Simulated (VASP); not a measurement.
# Ta in VASP: relaxation of the atoms with PBE

Aim: the relaxation of the atoms of Ta with PBE.

Everything below comes from runs of VASP 6.6.1. Logs are shortened: lines on timing, memory, paths and dates and some standing lists are left out, and cuts for length are marked.

### 1 The cell of the first run

The cell holds a slab with vacuum, 3 atoms: a = 4.695 Å, b = 4.695 Å, c = 17.916 Å, α = 90.00°, β = 90.00°, γ = 120.00°.

### 2 Relaxation of the atoms, PBE

INCAR reads:

```
SYSTEM = Ta
ALGO = Normal
DIPOL = 0.5 0.5 0.500
EDIFF = 1E-6
EDIFFG = -0.01
ENCUT = 520
GGA = PE
IBRION = 2
IDIPOL = 3
ISIF = 2
ISMEAR = -1
LASPH = .True.
LCHARG = .False.
LDIPOL = .True.
LREAL = .False.
LWAVE = .False.
NELM = 80
NSW = 32
PREC = Accurate
SIGMA = 0.08
```

KPOINTS reads:

```
k-points
0
Gamma
  9 9 1
  0 0 0
```

POSCAR reads:

```
Ta
1.0
    4.6945593018      0.0000000000      0.0000000000
   -2.3472796509      4.0656076149      0.0000000000
    0.0000000000      0.0000000000     17.9165000000
Ta
3
Direct
    0.1666666667      0.3333333333      0.4708441903
    0.5000000000      1.0000000000      0.5000002656
    0.8333333333      0.6666666667      0.5291555439
```

Potentials or basis: VASP PAW PBE potentials, release 64 (Ta_pv).

The run is started by

```
> cat potpaw_PBE.64/Ta_pv/POTCAR > POTCAR
> mpirun -np 1 vasp_std > vasp.out
```

OUTCAR:

```text
SYSTEM = Ta
   EDIFF = 1E-6
   EDIFFG = -0.01
   ENCUT = 520
   GGA = PE
   IBRION = 2
   ISIF = 2
   ISMEAR = -1
   LASPH = .True.
   LREAL = .False.
   NELM = 80
   NSW = 32
   PREC = Accurate

 ion  position               nearest neighbor table
   1  0.167  0.333  0.471-   2 2.76   2 2.76   2 2.76   3 2.90   3 2.90   3 2.90
   2  0.500  0.000  0.500-   3 2.76   3 2.76   3 2.76   1 2.76   1 2.76   1 2.76
   3  0.833  0.667  0.529-   2 2.76   2 2.76   2 2.76   1 2.90   1 2.90   1 2.90

  LATTYP: Found a hexagonal cell.
 ALAT       =     4.6945593018
 C/A-ratio  =     3.8164391689

  Lattice vectors:

 A1 = (   4.6945593018,   0.0000000000,   0.0000000000)
 A2 = (  -2.3472796509,   4.0656076149,   0.0000000000)
 A3 = (   0.0000000000,   0.0000000000,  17.9165000000)

Analysis of symmetry for initial positions (statically):
=====================================================================
 Subroutine PRICEL returns:
 Original cell was already a primitive cell.

 Routine SETGRP: Setting up the symmetry group for a
 hexagonal supercell.

 Subroutine GETGRP returns: Found 12 space group operations
 (whereof  4 operations were pure point group operations)
 out of a pool of 24 trial point group operations.

The static configuration has the point symmetry C_2h.
 The point group associated with its full space group is D_3d.

Analysis of symmetry for dynamics (positions and initial velocities):
=====================================================================
 Subroutine PRICEL returns:
 Original cell was already a primitive cell.

 Routine SETGRP: Setting up the symmetry group for a
 hexagonal supercell.

 Subroutine GETGRP returns: Found 12 space group operations
 (whereof  4 operations were pure point group operations)
 out of a pool of 24 trial point group operations.

The dynamic configuration has the point symmetry C_2h.
 The point group associated with its full space group is D_3d.

 Subroutine INISYM returns: Found 12 space group operations
 (whereof  4 operations are pure point group operations),
 and found     1 'primitive' translations

----------------------------------------------------------------------------------------

                                     Primitive cell

  volume of cell :     341.9585

  direct lattice vectors                    reciprocal lattice vectors
     4.694559302  0.000000000  0.000000000     0.213012540  0.122982847  0.000000000
    -2.347279651  4.065607615  0.000000000     0.000000000  0.245965694  0.000000000
     0.000000000  0.000000000 17.916500000     0.000000000  0.000000000  0.055814473

  length of vectors
     4.694559302  4.694559302 17.916500000     0.245965694  0.245965694  0.055814473

  position of ions in fractional coordinates (direct lattice)
     0.166666667  0.333333333  0.470844190
     0.500000000  0.000000000  0.500000266
     0.833333333  0.666666667  0.529155544

  ion indices of the primitive-cell ions
   primitive index   ion index
                 1           1
                 2           2
                 3           3

----------------------------------------------------------------------------------------

 KPOINTS: k-points

Automatic generation of k-mesh.
 Grid dimensions read from file:
 generate k-points for:    9    9    1

 Generating k-lattice:

  Cartesian coordinates                     Fractional coordinates (reciprocal lattice)
     0.023668060  0.013664761  0.000000000     0.111111111  0.000000000  0.000000000
     0.000000000  0.027329522  0.000000000     0.000000000  0.111111111  0.000000000
     0.000000000  0.000000000  0.055814473     0.000000000  0.000000000  1.000000000

  Length of vectors
     0.027329522  0.027329522  0.055814473

  Shift w.r.t. Gamma in fractional coordinates (k-lattice)
     0.000000000  0.000000000  0.000000000

 Subroutine IBZKPT returns following result:
 ===========================================

 Found     12 irreducible k-points:

 Following reciprocal coordinates:
            Coordinates               Weight
  0.000000  0.000000  0.000000      1.000000
  0.111111  0.000000  0.000000      6.000000
  0.222222  0.000000  0.000000      6.000000
  0.333333  0.000000  0.000000      6.000000
  0.444444  0.000000  0.000000      6.000000
  0.111111  0.111111  0.000000      6.000000
  0.222222  0.111111  0.000000     12.000000
  0.333333  0.111111  0.000000     12.000000
  0.444444  0.111111  0.000000      6.000000
  0.222222  0.222222  0.000000      6.000000
  0.333333  0.222222  0.000000     12.000000
  0.333333  0.333333  0.000000      2.000000
   k-points           NKPTS =     12   k-points in BZ     NKDIM =     12   number of bands    NBANDS=     20
   number of dos      NEDOS =    301   number of ions     NIONS =      3
   total plane-waves  NPLWV = 181440
   dimension x,y,z NGX =    36 NGY =   36 NGZ =  140
   dimension x,y,z NGXF=    72 NGYF=   72 NGZF=  280
   ions per type =               3
   NGX,Y,Z   is equivalent  to a cutoff of  12.75, 12.75, 12.99 a.u.
   NGXF,Y,Z  is equivalent  to a cutoff of  25.50, 25.50, 25.98 a.u.
 SYSTEM =  Ta
   PREC   = accura    normal or accurate (medium, high low for compatibility)
   ISTART =      0    job   : 0-new  1-cont  2-samecut
   ICHARG =      2    charge: 1-file 2-atom 10-const
   ISPIN  =      1    spin polarized calculation?
   LNONCOLLINEAR =      F non collinear calculations
   LSORBIT =      F    spin-orbit coupling
   LASPH  =      T    aspherical Exc in radial PAW
   ENCUT  =  520.0 eV  38.22 Ry    6.18 a.u.   8.73  8.73 33.31*2*pi/ulx,y,z
   NELM   =     80;   NELMIN=  2; NELMDL= -5     # of ELM steps
   EDIFF  = 0.1E-05   stopping-criterion for ELM
   LREAL  =      F    real-space projection
   EDIFFG = -.1E-01   stopping-criterion for IOM
   NSW    =     32    number of steps for IOM
   IBRION =      2    ionic relax: 0-MD 1-quasi-New 2-CG
   NFREE  =      1    steps in history (QN), initial steepest desc. (CG)
   ISIF   =      2    stress and relaxation
   ISYM   =      2    0-nonsym 1-usesym 2-fastsym
   POTIM  = 0.5000    time-step for ionic-motion
   TEBEG  =    0.0;   TEEND  =   0.0 temperature during run
   PSTRESS=    0.0 pullay stress
   NELECT =      33.0000    total number of electrons
   NUPDOWN=      -1.0000    fix difference up-down
   EMIN   =  10.00;   EMAX   =-10.00  energy-range for DOS
   EFERMI =   0.00;   METHOD = LEGACY
   ISMEAR =    -1;   SIGMA  =   0.08  broadening in eV -4-tet -1-fermi 0-gaus
   EFERMI_NEDOS =   21; number of points for ismear=-14 and -15
   IALGO  =     38    algorithm
   IMIX   =      4    mixing-type and parameters
     AMIX     =   0.40;   BMIX     =  1.00
     AMIX_MAG =   1.60;   BMIX_MAG =  1.00
  volume/ion in A,a.u.               =     113.99       769.22
  Fermi-wavevector in a.u.,A,eV,Ry     =   0.750911  1.419016  7.671876  0.563867
  Thomas-Fermi vector in A             =   1.847771
   LORBIT       =      0    0 simple, 1 ext, 2 COOP (PROOUT), +10 PAW based schemes
   GGA     = PE    functional components
   LHFCALC =     F    Hartree Fock is set to
   AEXX    =    0.0000 exact exchange contribution
   IVDW    =     0    specifies the selected vdW correction
   LEPSILON=     F    determine dielectric tensor
   LRPA    =     F    only Hartree local field effects (RPA)
 conjugate gradient relaxation of ions
 non-spin polarized calculation
  energy-cutoff  :      520.00
  volume of cell :      341.96
 maximum number of plane-waves:      9236
 NGX is ok and might be reduce to    36
   NGX = 17   NGY = 17   NGZ = 67

 dipolmoment           0.000000      0.000000     -0.000000 electrons x Angstroem

--------------------------------------- Ionic step        1  -------------------------------------------

 number of electron      32.9999995 magnetization

 Free energy of the ion-electron system (eV)
  ---------------------------------------------------
  ext. energy  EPLUGINS =         0.00000000
  ---------------------------------------------------
  free energy    TOTEN  =       -28.56074957 eV

  energy without entropy =      -28.47430337  energy(sigma->0) =      -28.51752647

------------------------ aborting loop because EDIFF is reached ----------------------------------------

  FORCE on cell =-STRESS in cart. coord.  units (eV):
  Direction    XX          YY          ZZ          XY          YZ          ZX
  --------------------------------------------------------------------------------------
  -------------------------------------------------------------------------------------
  Total       -4.8137249     -4.8137249     -0.0048855      0.0000000      0.0000000      0.0000000
  in kB      -22.5537306    -22.5537306     -0.0228898      0.0000000      0.0000000      0.0000000
  external PRESSURE =     -15.0434503 kB  Pullay stress =       0.0000000 kB

 VOLUME and BASIS-vectors are now :
 -----------------------------------------------------------------------------
  energy-cutoff  :      520.00
  volume of cell :      341.96
      direct lattice vectors                 reciprocal lattice vectors
     4.694559302  0.000000000  0.000000000     0.213012540  0.122982847  0.000000000
    -2.347279651  4.065607615  0.000000000     0.000000000  0.245965694  0.000000000
     0.000000000  0.000000000 17.916500000     0.000000000  0.000000000  0.055814473

 POSITION                                       TOTAL-FORCE (eV/Angst)
 -----------------------------------------------------------------------------------
      0.00000      1.35520      8.43588         0.000000     -0.000000     -0.010632
      2.34728      0.00000      8.95825         0.000000     -0.000000      0.000000
      2.34728      2.71041      9.48062        -0.000000      0.000000      0.010632
 -----------------------------------------------------------------------------------
    total drift:                                0.000000     -0.000000     -0.000309

  FREE ENERGIE OF THE ION-ELECTRON SYSTEM (eV)
  ---------------------------------------------------
  free  energy   TOTEN  =       -28.5607495675 eV

  energy  without entropy=      -28.4743033669  energy(sigma->0) =      -28.51752647

--------------------------------------- Ionic step        2  -------------------------------------------

 number of electron      32.9999995 magnetization

 dipolmoment           0.000000      0.000000      0.000000 electrons x Angstroem

 Free energy of the ion-electron system (eV)
  ---------------------------------------------------
  ext. energy  EPLUGINS =         0.00000000
  ---------------------------------------------------
  free energy    TOTEN  =       -28.56075827 eV

  energy without entropy =      -28.47424648  energy(sigma->0) =      -28.51750237

 E-fermi :  -2.5986     XC(G=0):  -3.1488

 val. band max:       -2.7246019674   @ k =   0.3333   0.2222   0.0000
 cond. band min:      -2.5847547071   @ k =   0.2222   0.2222   0.0000
 fundamental gap:      0.1398472603
 Fermi energy:        -2.5985640875

 k-point     1 :       0.0000    0.0000    0.0000
  band No.  band energies     occupation
      1     -37.0315      2.00000
      2     -37.0315      2.00000
      3     -37.0195      2.00000
      4     -37.0068      2.00000
      5     -36.9129      2.00000
      6     -36.9129      2.00000
[... 12 lines left out ...]
     19      -1.7054      0.00003
     20      -0.6700      0.00000

 k-point     2 :       0.1111    0.0000    0.0000
  band No.  band energies     occupation
      1     -37.1141      2.00000
      2     -37.1059      2.00000
      3     -37.0225      2.00000
      4     -36.9990      2.00000
      5     -36.8211      2.00000
      6     -36.8124      2.00000
[... 222 lines left out ...]
 k-point    12 :       0.3333    0.3333    0.0000
  band No.  band energies     occupation
      1     -37.2186      2.00000
      2     -37.2186      2.00000
      3     -36.9692      2.00000
      4     -36.8621      2.00000
      5     -36.8621      2.00000
      6     -36.8301      2.00000
[... 12 lines left out ...]
     19      -2.1625      0.00855
     20      -0.7454      0.00000

------------------------ aborting loop because EDIFF is reached ----------------------------------------

 vacuum level on the upper side and lower side of the slab       (xc-potential included)        -0.065        -0.065

  FORCE on cell =-STRESS in cart. coord.  units (eV):
  Direction    XX          YY          ZZ          XY          YZ          ZX
  --------------------------------------------------------------------------------------
  -------------------------------------------------------------------------------------
  Total       -4.8239984     -4.8239984     -0.0193090      0.0000000     -0.0000000      0.0000000
  in kB      -22.6018648    -22.6018648     -0.0904685      0.0000000     -0.0000000      0.0000000
  external PRESSURE =     -15.0980660 kB  Pullay stress =       0.0000000 kB

 VOLUME and BASIS-vectors are now :
 -----------------------------------------------------------------------------
  energy-cutoff  :      520.00
  volume of cell :      341.96
      direct lattice vectors                 reciprocal lattice vectors
     4.694559302  0.000000000  0.000000000     0.213012540  0.122982847  0.000000000
    -2.347279651  4.065607615  0.000000000     0.000000000  0.245965694  0.000000000
     0.000000000  0.000000000 17.916500000     0.000000000  0.000000000  0.055814473

 POSITION                                       TOTAL-FORCE (eV/Angst)
 -----------------------------------------------------------------------------------
      0.00000      1.35520      8.43537        -0.000000      0.000000     -0.006129
      0.00000      4.06561      8.95825         0.000000      0.000000      0.000000
      2.34728      2.71041      9.48113         0.000000     -0.000000      0.006129
 -----------------------------------------------------------------------------------
    total drift:                                0.000000     -0.000000     -0.000309

  FREE ENERGIE OF THE ION-ELECTRON SYSTEM (eV)
  ---------------------------------------------------
  free  energy   TOTEN  =       -28.5607582702 eV

  energy  without entropy=      -28.4742464776  energy(sigma->0) =      -28.51750237

 reached required accuracy - stopping structural energy minimisation

 vacuum level on the upper side and lower side of the slab         1.635         1.635
```

It took 6.5 min on 1 thread of Intel Xeon 8259CL, shared host; peak memory 0.48 GiB.

Results:

```yaml
Free_energy: -28.5608 eV
Energy_gained_by_relaxing: 0.0 meV/atom
Ionic_steps: 2
Largest_force_after_relaxing: 0.006 eV/Å
Band_gap_on_the_k_mesh: zero (an odd number of electrons rules out a gap without spin polarisation)
```

Forces in eV/Å, atoms in the order of the input:
```
Ta   0.000  0.000 -0.006
Ta   0.000  0.000  0.000
Ta   0.000  0.000  0.006
```

Final structure:
```
Ta
1.0
     4.69456    0.00000    0.00000
    -2.34728    4.06561    0.00000
     0.00000    0.00000   17.91650
Ta
3
Direct
  0.16667 0.33333 0.47082
  0.50000 0.00000 0.50000
  0.83333 0.66667 0.52918
```

Caveat: spin-orbit coupling is left out, which moves the levels of the heavy elements.

The gap in the log of VASP goes by the Fermi energy; the results here count the filled bands.